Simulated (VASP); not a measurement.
Si2Ni (MoSi2 type):

```
CELL_PARAMETERS angstrom
-1.47810 1.47810 3.62135
1.47810 -1.47810 3.62135
1.47810 1.47810 -3.62135
ATOMIC_POSITIONS crystal
Ni 0.00000 0.00000 0.00000
Si 0.33500 0.33500 0.00000
Si 0.66500 0.66500 0.00000
```

* Program: VASP 6.6.1
* Task: relaxation of cell and atoms
* Functional: PBE
* Potentials or basis: VASP PAW PBE potentials, release 64 (Ni, Si)
* Cutoff: 600 eV
* k mesh: 14 × 14 × 14
* Occupations: fermi-dirac, width 0.05 eV
* Spin: no spin polarisation

At the start: pressure 39.7 GPa; volume 10.55 Å³/atom.

Q: How do energy, volume and symmetry change on relaxing?

A: Over 9 steps the energy falls by 289.1 meV/atom and the volume is 12.86 Å³/atom (+21.9 %); space group I4/mmm (No. 139, to 0.1 Å) before and after.

Step by step:
| step | energy change (eV) | largest force (eV/Å) | pressure (GPa) | volume (Å³) |
| --- | --- | --- | --- | --- |
| 1 | 0.0000 | 0.1579 | 39.72 | 31.65 |
| 2 | -0.3956 | 0.0500 | -15.34 | 45.18 |
| 3 | -0.7433 | 0.0227 | -0.88 | 38.70 |
| 4 | -0.8024 | 0.0942 | -0.97 | 38.67 |
| 5 | -0.8464 | 0.3417 | 1.83 | 38.36 |
| 6 | -0.8628 | 0.2213 | 0.05 | 38.53 |
| 7 | -0.8640 | 0.2447 | 0.18 | 38.50 |
| 8 | -0.8670 | 0.0496 | -0.07 | 38.61 |
| 9 | -0.8672 | 0.0000 | -0.05 | 38.59 |

Final structure:
```
CELL_PARAMETERS angstrom
-1.65534 1.65534 3.52058
1.65534 -1.65534 3.52058
1.65534 1.65534 -3.52058
ATOMIC_POSITIONS crystal
Ni 0.00000 0.00000 0.00000
Si 0.33214 0.33214 0.00000
Si 0.66786 0.66786 0.00000
```

Caveat: the volume moved by over 15 % at a fixed basis, so the end points are rough.
